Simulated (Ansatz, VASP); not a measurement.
**LiSe3 in VASP and in Ansatz**

INCAR

```
  ALGO = Normal
  EDIFF = 1E-7
  ENCUT = 520
  GGA = PE
  ISIF = 2
  ISMEAR = 0
  LASPH = True
  LCHARG = False
  LREAL = False
  LWAVE = False
  NBANDS = 18
  NELM = 100
  PREC = Accurate
  SIGMA = 0.1
```

Contents of KPOINTS:

```
k-points
0
Gamma
  3 3 4
```

Contents of POSCAR:

```
LiSe3
1.0
    5.8379175200      0.0000000000      0.0000000000
   -2.9189587600      5.0557848700      0.0000000000
    0.0000000000      0.0000000000      5.9659917000
Li Se
1 3
Direct
    0.0000000000      0.0000000000      0.5000000000
    0.6666666700      0.3333333300      0.7129541300
    0.6666666700      0.3333333300      0.2870458700
    0.6666666700      0.3333333300      0.0000000000
```

Input for Ansatz:

```yaml
crystal:
  lattice:
    - [5.83791752, 0.0, 0.0]
    - [-2.91895876, 5.05578487, 0.0]
    - [0.0, 0.0, 5.9659917]
  atoms:
    - { symbol: Li, position: [0.0, 0.0, 0.5] }
    - { symbol: Se, position: [0.66666667, 0.33333333, 0.71295413] }
    - { symbol: Se, position: [0.66666667, 0.33333333, 0.28704587] }
    - { symbol: Se, position: [0.66666667, 0.33333333, 0.0] }
basis:
  ecutwfc: 420
kpoints:
  mp_grid: { grid: [3, 3, 4] }
hamiltonian:
  xc: pbe
scf:
  occupations: { method: gaussian, width: 0.1 }
  lower_state_search: "off"
output:
  forces: true
  stress: true
  eigenvalues: true
```

Alike in both runs: task single point; functional PBE; k mesh 3 × 3 × 4; occupations gaussian, width 0.1 eV; no spin polarisation.

```csv
,VASP,Ansatz
version,VASP 6.6.1,Ansatz 0.2.0
potentials or method,"VASP PAW PBE potentials, release 64 (Li_sv, Se), cutoff 520 eV","scalar-relativistic, plane waves, PAW"
valence electrons in the cell,21,51
```

|  | VASP | Ansatz | Ansatz less VASP |
| --- | --- | --- | --- |
| gap on the k mesh at the Fermi level (eV) | none | none | - |
| rms of the force components (eV/Å) | 12.444 | 11.626 | -0.8175 |

Atom by atom the forces differ by 0.817 eV/Å (rms over components). A gap of «none» marks a metal or a gap that the smearing closes. VASP's potentials hold 21 valence electrons a cell and Ansatz's 51, so a difference there can come from the potentials and not from the codes.

The k mesh is coarse, so the values compare programs but aren't converged. Noted on VASP's run: the cutoff is short for stress, so the pressure is rough.
